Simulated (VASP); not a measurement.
## F2: relaxation of the atoms with LDA

Molecule: F2, in a box.

```
CELL_PARAMETERS angstrom
12.00000 0.00000 0.00000
0.00000 12.30000 0.00000
0.00000 0.00000 12.60000
ATOMIC_POSITIONS crystal
F 0.50000 0.50000 0.44365
F 0.50000 0.50000 0.55635
```

```yaml
Program: VASP 6.6.1
Task: relaxation of the atoms
Functional: LDA
Potentials_or_basis: VASP PAW LDA potentials, release 64 (F)
Cutoff: 520 eV
k_mesh: 1 × 1 × 1
Occupations: fermi-dirac, width 0.01 eV
Spin: no spin polarisation
Dipole_correction: no
Further_INCAR_settings: ALGO = Normal; EDIFF = 1e-07; IBRION = 2; EDIFFG = -0.01; NSW = 80
```

* Energy gained by relaxing: 4.3 meV/atom
* Ionic steps: 3
* Largest force after relaxing: 0.005 eV/Å
* Gap between the frontier levels: 3.51 eV

Forces in eV/Å, atoms in the order of the input:
```
F    0.000  0.000 -0.005
F    0.000  0.000  0.005
```

Step by step:
```tsv
step	energy change (eV)	largest force (eV/Å)	pressure (GPa)
1	0.0000	0.7837	-0.04
2	0.0565	2.5339	0.09
3	-0.0085	0.0050	-0.01
```

Final structure:
```yaml
crystal:
  lattice:
    - [12.00000, 0.00000, 0.00000]
    - [0.00000, 12.30000, 0.00000]
    - [0.00000, 0.00000, 12.60000]
  atoms:
    - { symbol: F, position: [0.50000, 0.50000, 0.44450] }
    - { symbol: F, position: [0.50000, 0.50000, 0.55550] }
```

Levels at points of the mesh, in eV from the valence-band top:
| k point | band 5 | band 6 | band 7 | band 8 | band 9 | band 10 |
| --- | --- | --- | --- | --- | --- | --- |
| (0.00, 0.00, 0.00) | -3.57 | 0.00 | 0.00 | 3.51 | 9.32 | 10.15 |

Run time: 2.6 min on 1 thread of AMD EPYC 7R13 Processor (Zen 3) (shared host), peak memory 0.93 GiB.
